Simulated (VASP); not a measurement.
# SrTiO3 (Tausonite) (Pm-3m) in VASP: notebook, part 2 of 2

VASP 6.6.1. Earlier steps stand in the parts before.

### Step 4. Relaxation of cell and atoms, PBE, target pressure 2.3 GPa, at which the enthalpy is minimised

This run uses another cell than the first one, of 11.91 Å³/atom, 0.989 times its volume.

INCAR

```
SYSTEM = SrTiO3
PREC = Accurate ; ENCUT = 600
EDIFF = 1E-6 ; ISMEAR = 0
SIGMA = 0.1 ; LREAL = .False.
LASPH = .True. ; NELM = 80
ALGO = Normal ; ISIF = 3
LWAVE = .False. ; LCHARG = .False.
GGA = PE ; IBRION = 2
NSW = 80 ; EDIFFG = -0.05
PSTRESS = 23.0
```

KPOINTS

```
Automatic mesh
0
Gamma
  6 6 6
  0 0 0
```

POSCAR

```
SrTiO3
1.0
    3.9052800000      0.0000000000      0.0000000000
    0.0000000000      3.9052800000      0.0000000000
    0.0000000000      0.0000000000      3.9052800000
Sr Ti O
1 1 3
Direct
    0.5000000000      0.5000000000      0.5000000000
    0.0000000000      0.0000000000      0.0000000000
    0.5000000000      0.0000000000      0.0000000000
    0.0000000000      0.5000000000      0.0000000000
    0.0000000000      0.0000000000      0.5000000000
```

Potentials or basis: VASP PAW PBE potentials, release 64 (Sr_sv, Ti_sv, O).

Command:

```
cat potpaw_PBE.64/Sr_sv/POTCAR potpaw_PBE.64/Ti_sv/POTCAR potpaw_PBE.64/O/POTCAR > POTCAR
mpirun -np 1 vasp_std > vasp.out
```

OUTCAR:

```text
SYSTEM = SrTiO3
   PREC = Accurate
   ENCUT = 600
   EDIFF = 1E-6
   ISMEAR = 0
   LREAL = .False.
   LASPH = .True.
   NELM = 80
   ISIF = 3
   GGA = PE
   IBRION = 2
   NSW = 80
   EDIFFG = -0.05
   PSTRESS = 23.0

 ion  position               nearest neighbor table
   1  0.500  0.500  0.500-   3 2.76   4 2.76   5 2.76   3 2.76   4 2.76   3 2.76   5 2.76   3 2.76
                             4 2.76   5 2.76   4 2.76   5 2.76   2 3.38   2 3.38   2 3.38   2 3.38
   2  0.000  0.000  0.000-   3 1.95   4 1.95   5 1.95   5 1.95   4 1.95   3 1.95   1 3.38   1 3.38
                             1 3.38   1 3.38   1 3.38   1 3.38   1 3.38   1 3.38
   3  0.500  0.000  0.000-   2 1.95   2 1.95   1 2.76   1 2.76   1 2.76   1 2.76
   4  0.000  0.500  0.000-   2 1.95   2 1.95   1 2.76   1 2.76   1 2.76   1 2.76
   5  0.000  0.000  0.500-   2 1.95   2 1.95   1 2.76   1 2.76   1 2.76   1 2.76

  LATTYP: Found a simple cubic cell.
 ALAT       =     3.9052800000

  Lattice vectors:

 A1 = (   3.9052800000,   0.0000000000,   0.0000000000)
 A2 = (   0.0000000000,   3.9052800000,   0.0000000000)
 A3 = (   0.0000000000,   0.0000000000,   3.9052800000)

Analysis of symmetry for initial positions (statically):
=====================================================================
 Subroutine PRICEL returns:
 Original cell was already a primitive cell.

 Routine SETGRP: Setting up the symmetry group for a
 simple cubic supercell.

 Subroutine GETGRP returns: Found 48 space group operations
 (whereof 48 operations were pure point group operations)
 out of a pool of 48 trial point group operations.

The static configuration has the point symmetry O_h .

Analysis of symmetry for dynamics (positions and initial velocities):
=====================================================================
 Subroutine PRICEL returns:
 Original cell was already a primitive cell.

 Routine SETGRP: Setting up the symmetry group for a
 simple cubic supercell.

 Subroutine GETGRP returns: Found 48 space group operations
 (whereof 48 operations were pure point group operations)
 out of a pool of 48 trial point group operations.
[... 110 lines left out ...]
   POTIM  = 0.5000    time-step for ionic-motion
   TEBEG  =    0.0;   TEEND  =   0.0 temperature during run
   PSTRESS=   23.0 pullay stress
   NELECT =      40.0000    total number of electrons
   NUPDOWN=      -1.0000    fix difference up-down
   EMIN   =  10.00;   EMAX   =-10.00  energy-range for DOS
   EFERMI =   0.00;   METHOD = LEGACY
   ISMEAR =     0;   SIGMA  =   0.10  broadening in eV -4-tet -1-fermi 0-gaus
   EFERMI_NEDOS =   21; number of points for ismear=-14 and -15
   IALGO  =     38    algorithm
   IMIX   =      4    mixing-type and parameters
     AMIX     =   0.40;   BMIX     =  1.00
     AMIX_MAG =   1.60;   BMIX_MAG =  1.00
  volume/ion in A,a.u.               =      11.91        80.39
  Fermi-wavevector in a.u.,A,eV,Ry     =   1.433648  2.709203 27.964703  2.055348
  Thomas-Fermi vector in A             =   2.553143
   LORBIT       =      0    0 simple, 1 ext, 2 COOP (PROOUT), +10 PAW based schemes
   GGA     = PE    functional components
   LHFCALC =     F    Hartree Fock is set to
   AEXX    =    0.0000 exact exchange contribution
   IVDW    =     0    specifies the selected vdW correction
   LEPSILON=     F    determine dielectric tensor
   LRPA    =     F    only Hartree local field effects (RPA)
 conjugate gradient relaxation of ions
 non-spin polarized calculation
 Gauss-broadening in eV      SIGMA  =   0.10
  energy-cutoff  :      600.00
  volume of cell :       59.56
 maximum number of plane-waves:      2008
 NGX is ok and might be reduce to    32
   NGX = 15   NGY = 15   NGZ = 15

--------------------------------------- Ionic step        1  -------------------------------------------

 number of electron      39.9999979 magnetization

 Free energy of the ion-electron system (eV)
  ---------------------------------------------------
  ext. energy  EPLUGINS =         0.00000000
  ---------------------------------------------------
  free energy    TOTEN  =       -40.08316337 eV

  energy without entropy =      -40.08316337  energy(sigma->0) =      -40.08316337

------------------------ aborting loop because EDIFF is reached ----------------------------------------

  FORCE on cell =-STRESS in cart. coord.  units (eV):
  Direction    XX          YY          ZZ          XY          YZ          ZX
  --------------------------------------------------------------------------------------
  -------------------------------------------------------------------------------------
  Total        1.7540159      1.7540159      1.7540159     -0.0000000     -0.0000000      0.0000000
  in kB       47.1832188     47.1832188     47.1832188     -0.0000000     -0.0000000      0.0000000
  external PRESSURE =      24.1832188 kB  Pullay stress =      23.0000000 kB
[... 69 lines left out ...]
--------------------------------------- Ionic step        3  -------------------------------------------

 number of electron      39.9999975 magnetization

 Free energy of the ion-electron system (eV)
  ---------------------------------------------------
  ext. energy  EPLUGINS =         0.00000000
  ---------------------------------------------------
  free energy    TOTEN  =       -40.10067152 eV

  energy without entropy =      -40.10067152  energy(sigma->0) =      -40.10067152

 E-fermi :   4.6330     XC(G=0): -11.1991

 val. band max:        4.0532147454   @ k =   0.5000   0.5000   0.5000
 cond. band min:       5.8837669536   @ k =   0.0000   0.0000   0.0000
 fundamental gap:      1.8305522082
 Fermi energy:         4.6329857184

 k-point     1 :       0.0000    0.0000    0.0000
  band No.  band energies     occupation
      1     -52.4680      2.00000
      2     -28.7773      2.00000
      3     -28.7059      2.00000
      4     -28.7059      2.00000
      5     -28.7059      2.00000
      6     -13.3255      2.00000
[... 565 lines left out ...]
  energy  without entropy=      -40.1006715220  energy(sigma->0) =      -40.10067152

  enthalpy is  TOTEN    =       -39.2341651579 eV   P V=        0.8665063640

 reached required accuracy - stopping structural energy minimisation
```

OSZICAR:

```text
N       E                     dE             d eps       ncg     rms          rms(c)
DAV:   1     0.476586460959E+03    0.47659E+03   -0.23083E+04   960   0.202E+03
DAV:   2    -0.671283387313E+00   -0.47726E+03   -0.47097E+03  1160   0.519E+02
DAV:   3    -0.477059394541E+02   -0.47035E+02   -0.44495E+02  1168   0.156E+02
[... 30 lines left out ...]
DAV:   4    -0.401001019332E+02   -0.26353E-03   -0.75669E-03  1312   0.467E-01    0.205E-01
DAV:   5    -0.401002687140E+02   -0.16678E-03   -0.79921E-04  1608   0.245E-01    0.161E-01
DAV:   6    -0.401005022314E+02   -0.23352E-03   -0.31439E-04  1248   0.105E-01    0.879E-02
DAV:   7    -0.401006596054E+02   -0.15737E-03   -0.29353E-04  1480   0.111E-01    0.103E-02
DAV:   8    -0.401006707907E+02   -0.11185E-04   -0.68000E-05  1520   0.395E-02    0.751E-03
DAV:   9    -0.401006715220E+02   -0.73123E-06   -0.20029E-06   808   0.993E-03
   3 F= -.39234165E+02 E0= -.39234165E+02  d E =-.601689E-02
```

Wall time 52 s (1 thread of AMD EPYC 9R45 (Zen 5), shared host); peak memory 0.18 GiB.

Results:

| Property | Result |
| --- | --- |
| Free energy | -40.1007 eV |
| Relaxed volume | 12.07 Å³/atom |
| Relaxed cell | a = 3.923 Å, b = 3.923 Å, c = 3.923 Å, α = 90.00°, β = 90.00°, γ = 90.00° |
| Space group after relaxing (to 0.05 Å) | Pm-3m (No. 221) |
| Energy change on relaxing (the enthalpy is what falls) | -3.5 meV/atom |
| Ionic steps | 3 |
| Pressure after relaxing | 2.3 GPa |
| Band gap on the k mesh | 1.83 eV, indirect (least direct gap 2.19 eV) |

Step by step:
| step | energy change (eV) | largest force (eV/Å) | pressure (GPa) | volume (Å³) |
| --- | --- | --- | --- | --- |
| 1 | 0.0000 | 0.0000 | 4.72 | 59.56 |
| 2 | -0.0232 | 0.0000 | 0.12 | 61.12 |
| 3 | -0.0175 | 0.0000 | 2.28 | 60.36 |

Final structure:
```
Sr Ti O
1.0
     3.92270    0.00000    0.00000
     0.00000    3.92270    0.00000
     0.00000    0.00000    3.92270
Sr Ti O
1 1 3
Direct
  0.50000 0.50000 0.50000
  0.00000 0.00000 0.00000
  0.50000 0.00000 0.00000
  0.00000 0.50000 0.00000
  0.00000 0.00000 0.50000
```

Caveat: the cell is relaxed towards a set pressure, so the enthalpy falls and the energy may rise.

### Step 5. Relaxation of cell and atoms, PBE, target pressure 2.3 GPa, at which the enthalpy is minimised

INCAR

```
PREC = Accurate
ENCUT = 600
EDIFF = 1E-6
ISMEAR = 0
SIGMA = 0.01
LREAL = False
LASPH = True
NELM = 80
ALGO = Normal
ISIF = 3
LWAVE = False
LCHARG = False
GGA = PE
IBRION = 2
NSW = 80
EDIFFG = -0.002
PSTRESS = 23.0
```

KPOINTS

```
regular mesh
0
Gamma
  8 8 8
```

POSCAR, as its differences from that of step 4:

```diff
@@ -2,5 +2,5 @@
 1.0
-    3.9052800000      0.0000000000      0.0000000000
-    0.0000000000      3.9052800000      0.0000000000
-    0.0000000000      0.0000000000      3.9052800000
+    3.9180559439      0.0000000000      0.0000000000
+    0.0000000000      3.9180559439      0.0000000000
+    0.0000000000      0.0000000000      3.9180559439
 Sr Ti O
```

Command:

```
cat potpaw_PBE.64/Sr_sv/POTCAR potpaw_PBE.64/Ti_sv/POTCAR potpaw_PBE.64/O/POTCAR > POTCAR
mpirun -np 1 vasp_std > vasp.out
```

Wall time 74 s (1 thread of AMD EPYC 9R45 (Zen 5), shared host); peak memory 0.2 GiB.

It converged, with:

```
Free energy                                            : -40.1025 eV
Relaxed volume                                         : 12.07 Å³/atom
Relaxed cell                                           : a = 3.923 Å, b = 3.923 Å, c = 3.923 Å, α = 90.00°, β = 90.00°, γ = 90.00°
Space group after relaxing (to 0.05 Å)                 : Pm-3m (No. 221)
Energy change on relaxing (the enthalpy is what falls) : -0.7 meV/atom
Ionic steps                                            : 3
Pressure after relaxing                                : 2.3 GPa
Band gap on the k mesh                                 : 1.83 eV, indirect (least direct gap 2.20 eV)
```

The path:
```tsv
step	energy change (eV)	largest force (eV/Å)	pressure (GPa)	volume (Å³)
1	0.0000	0.0000	2.87	60.15
2	-0.0055	0.0000	1.82	60.52
3	-0.0034	0.0000	2.28	60.36
```

Final structure:
```
Sr Ti O
1.0
     3.92265    0.00000    0.00000
     0.00000    3.92265    0.00000
     0.00000    0.00000    3.92265
Sr Ti O
1 1 3
Direct
  0.50000 0.50000 0.50000
  0.00000 0.00000 0.00000
  0.50000 0.00000 0.00000
  0.00000 0.50000 0.00000
  0.00000 0.00000 0.50000
```

Levels at points of the mesh, in eV from the valence-band top:
```
           k point  band 18  band 19  band 20  band 21  band 22  band 23
(0.00, 0.00, 0.00)    -0.36    -0.36    -0.36     1.83     1.83     1.83
(0.50, 0.00, 0.00)    -1.94    -0.73    -0.73     2.00     3.71     3.71
(0.50, 0.50, 0.00)    -1.56    -1.56    -0.09     3.72     3.72     4.17
(0.50, 0.50, 0.50)     0.00     0.00     0.00     4.38     4.38     4.38
```

Caveat: the cell is relaxed towards a set pressure, so the enthalpy falls and the energy may rise.

### Step 6. Relaxation of cell and atoms, PBE

This run uses another cell than the first one, of 12.20 Å³/atom, 1.013 times its volume.

INCAR

```
PREC     = Accurate       # precision mode
ENCUT    = 600            # plane-wave cutoff, eV
EDIFF    = 1E-6           # SCF threshold, eV
ISMEAR   = 0              # smearing method
SIGMA    = 0.01           # smearing width, eV
LREAL    = F              # projectors in reciprocal space
LASPH    = T              # aspherical terms in the spheres
NELM     = 80             # most SCF steps
ALGO     = Normal         # electronic algorithm
ISIF     = 3              # what is computed and relaxed
LWAVE    = F              # write WAVECAR
LCHARG   = F              # write CHGCAR
GGA      = PE             # functional
IBRION   = 2              # ionic algorithm
NSW      = 80             # ionic steps
EDIFFG   = -0.001         # ionic threshold
```

KPOINTS is that of step 5.

POSCAR, as its differences from that of step 5:

```diff
@@ -2,5 +2,5 @@
 1.0
-    3.9180559439      0.0000000000      0.0000000000
-    0.0000000000      3.9180559439      0.0000000000
-    0.0000000000      0.0000000000      3.9180559439
+    3.9364041143      0.0000000000      0.0000000000
+    0.0000000000      3.9364041143      0.0000000000
+    0.0000000000      0.0000000000      3.9364041143
 Sr Ti O
```

Potentials or basis: VASP PAW PBE potentials, release 64 (Sr_sv, Ti_sv, O).

Command:

```
cat potpaw_PBE.64/Sr_sv/POTCAR potpaw_PBE.64/Ti_sv/POTCAR potpaw_PBE.64/O/POTCAR > POTCAR
mpirun -np 1 vasp_std > vasp.out
```

Run time: 2.8 min. Hardware: 1 thread of Intel Xeon Platinum 8259CL at 2.50GHz (Skylake/Cascade Lake), shared host; peak memory 0.23 GiB.

Results (log left out):

```yaml
Free_energy: -40.1100 eV
Relaxed_volume: 12.23 Å³/atom
Relaxed_cell: a = 3.940 Å, b = 3.940 Å, c = 3.940 Å, α = 90.00°, β = 90.00°, γ = 90.00°
Space_group_after_relaxing_to_0.05_Å: Pm-3m (No. 221)
Energy_gained_by_relaxing: 0.0 meV/atom
Ionic_steps: 4
Pressure_after_relaxing: 0.0 GPa
Band_gap_on_the_k_mesh: 1.81 eV, indirect (least direct gap 2.18 eV)
```

Step by step:
```
step  energy change (eV)  largest force (eV/Å)  pressure (GPa)  volume (Å³)
   1              0.0000                0.0000            0.34        61.00
   2             -0.0002                0.0000           -0.20        61.23
   3             -0.0002                0.0000           -0.03        61.16
   4             -0.0002                0.0000           -0.01        61.15
```

Final structure:
```
CELL_PARAMETERS angstrom
3.93972 0.00000 0.00000
0.00000 3.93972 0.00000
0.00000 0.00000 3.93972
ATOMIC_POSITIONS crystal
Sr 0.50000 0.50000 0.50000
Ti 0.00000 0.00000 0.00000
O 0.50000 0.00000 0.00000
O 0.00000 0.50000 0.00000
O 0.00000 0.00000 0.50000
```

Levels at points of the mesh, in eV from the valence-band top:
| k point | band 16 | band 17 | band 18 | band 19 | band 20 | band 21 | band 22 | band 23 | band 24 |
| --- | --- | --- | --- | --- | --- | --- | --- | --- | --- |
| (0.00, 0.00, 0.00) | -1.13 | -1.13 | -0.37 | -0.37 | -0.37 | 1.81 | 1.81 | 1.81 | 4.12 |
| (0.50, 0.00, 0.00) | -2.29 | -2.29 | -1.91 | -0.73 | -0.73 | 1.96 | 3.64 | 3.64 | 4.13 |
| (0.50, 0.50, 0.00) | -2.76 | -1.74 | -1.54 | -1.54 | -0.09 | 3.65 | 3.65 | 4.09 | 5.06 |
| (0.50, 0.50, 0.50) | -3.66 | -3.66 | 0.00 | 0.00 | 0.00 | 4.29 | 4.29 | 4.29 | 6.84 |

A k mesh can miss the band edges. PBE gaps usually lie below the measured ones, often by a third to a half.

### Step 7. Overview

| task | cell | k mesh | cutoff (eV) | smearing | gap on the mesh (eV) | pressure (GPa) |
| --- | --- | --- | --- | --- | --- | --- |
| single point | a = 3.919 Å, 5 atoms | 8 × 8 × 8 | 520 | gaussian 0.01 eV | 1.84 | 2.9 |
| single point | a = 3.919 Å, 5 atoms | 8 × 8 × 8 | 520 | gaussian 0.02 eV | 1.84 | 2.9 |
| relaxation of cell and atoms | relaxed to 2.3 GPa from a = 3.905 Å, 5 atoms | 6 × 6 × 6 | 600 | gaussian 0.1 eV | 1.83 | 2.3 |
| relaxation of cell and atoms | relaxed to 2.3 GPa from a = 3.918 Å, 5 atoms | 8 × 8 × 8 | 600 | gaussian 0.01 eV | 1.83 | 2.3 |
| relaxation of cell and atoms | relaxed from a = 3.936 Å, 5 atoms | 8 × 8 × 8 | 600 | gaussian 0.01 eV | 1.81 | 0.0 |

Alike in all rows: level PBE; potentials or basis VASP PAW PBE potentials, release 64 (Sr_sv, Ti_sv, O); no spin polarisation.

Caveats: the cell is relaxed towards a set pressure, so the enthalpy falls and the energy may rise (some runs).

Absolute energies hang on the potentials; compare differences alone.
